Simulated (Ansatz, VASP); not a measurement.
## One calculation of Te, two programs

INCAR

```
ALGO = Normal
EDIFF = 1E-6
ENCUT = 520
ISIF = 2
ISMEAR = -1
LASPH = T
LCHARG = T
LELF = T
LREAL = F
LVHAR = T
LWAVE = F
NBANDS = 16
NELM = 100
PREC = Accurate
SIGMA = 0.08
```

KPOINTS

```
k-points
0
Gamma
  9 9 6
```

POSCAR

```
Te
1.0
    4.3242594749      0.0000000000      0.0000000000
   -2.1621297375      3.7449185579      0.0000000000
    0.0000000000      0.0000000000      5.9250000000
Te
3
Direct
    0.7450000000      0.0000000000      0.3333333333
    0.0000000000      0.7450000000      0.6666666667
    0.2550000000      0.2550000000      0.0000000000
```

Input for Ansatz:

```yaml
crystal:
  lattice:
    - [4.3242594749, 0.0, 0.0]
    - [-2.1621297375, 3.7449185579, 0.0]
    - [0.0, 0.0, 5.925]
  atoms:
    - { symbol: Te, position: [0.745, 0.0, 0.3333333333] }
    - { symbol: Te, position: [0.0, 0.745, 0.6666666667] }
    - { symbol: Te, position: [0.255, 0.255, 0.0] }
kpoints:
  mp_grid: { grid: [9, 9, 6] }
  band_path:
    path:
      - [0.0, 0.0, 0.0]
      - [0.5, 0.0, 0.0]
      - [0.3333333333, 0.3333333333, 0.0]
      - [0.0, 0.0, 0.0]
      - [0.0, 0.0, 0.5]
      - [0.5, 0.0, 0.5]
      - [0.3333333333, 0.3333333333, 0.5]
      - [0.0, 0.0, 0.5]
      - [0.5, 0.0, 0.5]
    npoints: 5
scf:
  occupations: { method: fermi_dirac, width: 0.08 }
hamiltonian:
  xc: lda
  pseudopotentials: { kind: all_electron, lapw: { basis_error: 0.0005 } }
output:
  forces: true
  stress: true
  eigenvalues: true
```

Change from the starting cell: equal xx and yy strain of -3 %.

Alike in both runs: task single point; functional LDA; k mesh 9 × 9 × 6; occupations fermi-dirac, width 0.08 eV; no spin polarisation.

```csv
,VASP,Ansatz
version,VASP 6.6.1,Ansatz 0.2.0
potentials or method,"VASP PAW LDA potentials, release 64 (Te), cutoff 520 eV","all-electron LAPW, scalar-relativistic"
```

```tsv
	VASP	Ansatz	Ansatz less VASP
pressure (GPa)	2.7	2.5	-0.19
traceless stress, the component that is largest in VASP (GPa)	1.13	0.99	-0.133
rms of the force components (eV/Å)	0.516	0.487	-0.0290
```

LDA's correlation is that of Perdew and Zunger in VASP and of Perdew and Wang (1992) in Ansatz. Atom by atom the forces differ by 0.029 eV/Å (rms over components). Ansatz ran all-electron here, and VASP with PAW potentials.

Neither program's run includes spin-orbit coupling.
